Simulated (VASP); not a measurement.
A run of VASP 6.6.1:

INCAR

```
ALGO = Normal
EDIFF = 1E-6
ENCUT = 520
GGA = PS
ISIF = 2
ISMEAR = 1
IVDW = 13
LASPH = True
LCHARG = False
LREAL = False
LWAVE = False
NBANDS = 12
NELM = 80
PREC = Accurate
SIGMA = 0.1
```

The input KPOINTS:

```
k-points
0
Gamma
  10 10 10
```

The input POSCAR:

```
Cd
1.0
   -1.7267929101      1.7267929101      1.7267929101
    1.7267929101     -1.7267929101      1.7267929101
    1.7267929101      1.7267929101     -1.7267929101
Cd
1
Direct
    0.0000000000      0.0000000000      0.0000000000
```

Potentials or basis: VASP PAW PBE potentials, release 64 (Cd).

Command:

```console
$ cat potpaw_PBE.64/Cd/POTCAR > POTCAR
$ mpirun -np 1 vasp_std > vasp.out
```

Hardware: 1 thread of Intel(R) Xeon(R) Platinum 8488C (Sapphire Rapids) (shared host).

Task: Estimate the wall time of this run.

Result: It took 5.1 s on 1 thread of Intel(R) Xeon(R) Platinum 8488C (Sapphire Rapids), on a shared host, peak memory 0.14 GiB. Counts: scf iterations 11, k points 47.
